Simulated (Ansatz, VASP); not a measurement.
HfC: VASP beside Ansatz

```xyz
2
Lattice="2.8574 0.0000 0.0000 -1.4287 2.4746 0.0000 0.0000 0.0000 2.6903" Properties=species:S:1:pos:R:3 pbc="T T T"
Hf    0.0000    0.0000    0.0000
C     0.0000    1.6497    1.3452
```

Change from the starting cell: volume scaled by 0.72, PAW files.

Alike in both runs: task single point; functional PBE; k mesh 14 × 14 × 13; occupations fermi-dirac, width 0.08 eV; no spin polarisation.

|  | VASP | Ansatz |
| --- | --- | --- |
| version | VASP 6.6.1 | Ansatz 0.2.0 |
| potentials or method | VASP PAW PBE potentials, release 64 (Hf_pv, C) | PAW with Ansatz's default frozen-core files, scalar-relativistic |
| plane-wave cutoff (eV) | 520 | 420 |
| valence electrons in the cell | 14 | 30 |

```tsv
	VASP	Ansatz	Ansatz less VASP
pressure (GPa)	119.4	119.3	-0.10
traceless stress, the component that is largest in VASP (GPa)	-0.89	0.12	+1.010
```

Both programs put the cell under a high pressure, so it lies far from rest at this level. The functional is the same, so the differences come from potentials, cutoffs and numerics. VASP's potentials hold 14 valence electrons a cell and Ansatz's 30, so a difference there can come from the potentials and not from the codes.

Spin-orbit coupling is off throughout. Noted on VASP's run: the cell as given lies far from equilibrium.
